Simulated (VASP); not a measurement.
Here is a VASP 6.6.1 calculation.

The input INCAR:

```
SYSTEM = TiO2
  ALGO = Normal
  EDIFF = 1E-6
  ENCUT = 600
  GGA = CA
  GGA_COMPAT = .False.
  ISIF = 2
  ISMEAR = 0
  LASPH = .True.
  LCHARG = .False.
  LREAL = .False.
  LWAVE = .False.
  NBANDS = 33
  NELM = 120
  PREC = Accurate
  SIGMA = 0.02
```

The input KPOINTS:

```
k-points
0
Gamma
  10 10 10
  0 0 0
```

POSCAR

```
TiO2
1.0
   -1.8699074422      1.8699074422      4.7294454710
    1.8699074422     -1.8699074422      4.7294454710
    1.8699074422      1.8699074422     -4.7294454710
Ti O
2 4
Direct
    0.0000000000      0.0000000000      0.0000000000
    0.7500000000      0.2500000000      0.5000000000
    0.2079391522      0.2079391522      0.0000000000
    0.9579391522      0.4579391522      0.5000000000
    0.5420608478      0.0420608478      0.5000000000
    0.7920608478      0.7920608478      0.0000000000
```

Potentials or basis: VASP PAW LDA potentials, release 64 (Ti_sv, O).

Run with:

```sh
$ cat potpaw_LDA.64/Ti_sv/POTCAR potpaw_LDA.64/O/POTCAR > POTCAR
$ mpirun -np 1 vasp_std > vasp.out
```

**Question.** Estimate the band gap on the k mesh.

**Answer.** 2.08 eV (least direct gap 2.42 eV).

**Question.** Predict the pressure.

**Answer.** 0.9 GPa.

Forces on the atoms (eV/Å):
```
Ti   0.000  0.000  0.000
Ti   0.000  0.000  0.000
O    0.000  0.000  0.032
O    0.000  0.000  0.032
O    0.000  0.000 -0.032
O    0.000  0.000 -0.032
```

A k mesh can miss the band edges.
